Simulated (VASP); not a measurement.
Input of a VASP 6.6.1 run:

The input INCAR:

```
ALGO = Normal
EDIFF = 1E-7
EDIFFG = -0.02
ENCUT = 750
GGA = PE
GGA_COMPAT = F
IBRION = 2
ISIF = 8
ISMEAR = 1
LASPH = T
LCHARG = F
LREAL = F
LWAVE = F
NELM = 120
NELMIN = 4
NSW = 80
PREC = Accurate
SIGMA = 0.05
```

File KPOINTS:

```
k-points
0
Gamma
  6 6 6
```

The input POSCAR:

```
Li
1.0
    3.5100000000      0.0000000000      0.0000000000
    0.0000000000      3.5100000000      0.0000000000
    0.0000000000      0.0000000000      3.5100000000
Li
2
Direct
    0.0000000000      0.0000000000      0.0000000000
    0.5000000000      0.5000000000      0.5000000000
```

Potentials or basis: VASP PAW PBE potentials, release 64 (Li_sv).

The run is started by

```sh
$ cat potpaw_PBE.64/Li_sv/POTCAR > POTCAR
$ mpirun -np 1 vasp_std > vasp.out
```

Task: What does it give for the relaxed cell?

Result: a = 3.431 Å, b = 3.431 Å, c = 3.431 Å, α = 90.00°, β = 90.00°, γ = 90.00°.

Task: Estimate the relaxed volume.

Result: 20.19 Å³/atom.

Task: What does it give for the space group after relaxing (to 0.05 Å)?

Result: Im-3m (No. 229).

Task: What does it give for the band gap on the k mesh?

Result: Zero (band 3 reaches 4.02 eV, above the bottom of band 4 at -0.52 eV).

The path:
| step | energy change (eV) | largest force (eV/Å) | pressure (GPa) | volume (Å³) |
| --- | --- | --- | --- | --- |
| 1 | 0.0000 | 0.0000 | -0.95 | 43.24 |
| 2 | -0.0042 | 0.0000 | -0.73 | 42.45 |
| 3 | -0.0094 | 0.0000 | -0.07 | 40.39 |
